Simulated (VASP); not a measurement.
A run of VASP 6.6.1:

File INCAR:

```
SYSTEM = Mo3Pt
PREC     = Accurate       ! precision mode
ENCUT    = 570            ! plane-wave cutoff, eV
EDIFF    = 1E-7           ! SCF threshold, eV
ISMEAR   = 0              ! smearing method
SIGMA    = 0.1            ! smearing width, eV
LREAL    = .False.        ! projectors in reciprocal space
LASPH    = .True.         ! aspherical terms in the spheres
NELM     = 120            ! most SCF steps
ALGO     = Normal         ! electronic algorithm
ISIF     = 3              ! what is computed and relaxed
LWAVE    = .False.        ! write WAVECAR
LCHARG   = .False.        ! write CHGCAR
GGA      = B5             ! functional
ALDAX    = 1.0          
AGGAX    = 1.0          
AGGAC    = 1.0          
ALDAC    = 0.0          
IVDW     = 12             ! dispersion correction
VDW_S6   = 1.0          
VDW_S8   = 2.6996       
VDW_A1   = 0.4298       
VDW_A2   = 4.2359       
IBRION   = 2              ! ionic algorithm
NSW      = 80             ! ionic steps
EDIFFG   = -0.02          ! ionic threshold
GGA_COMPAT= .False.      
NELMIN   = 4
```

File KPOINTS:

```
regular mesh
0
Gamma
  7 7 7
  0 0 0
```

POSCAR

```
Mo3Pt
1.0
    3.9739840000      0.0000000000      0.0000000000
    0.0000000000      3.9739840000      0.0000000000
    0.0000000000      0.0000000000      3.9739840000
Mo Pt
3 1
Direct
    0.0000000000      0.5000000000      0.5000000000
    0.5000000000      0.0000000000      0.5000000000
    0.5000000000      0.5000000000      0.0000000000
    0.0000000000      0.0000000000      0.0000000000
```

Potentials or basis: VASP PAW PBE potentials, release 64 (Mo_sv, Pt_sv_GW).

Command:

```sh
$ cat potpaw_PBE.64/Mo_sv/POTCAR potpaw_PBE.64/Pt_sv_GW/POTCAR > POTCAR
$ mpirun -np 1 vasp_std > vasp.out
```

Hardware: 1 thread of AMD EPYC 7R43 64-Core Processor (Zen 3) (shared host).

Question: How long does it take, and how much memory?

Answer: Run time: 3.9 min on 1 thread of AMD EPYC 7R43 64-Core Processor (Zen 3), on a shared host, peak memory 0.19 GiB. Counts: scf iterations 50, k points 20, ion steps 4.
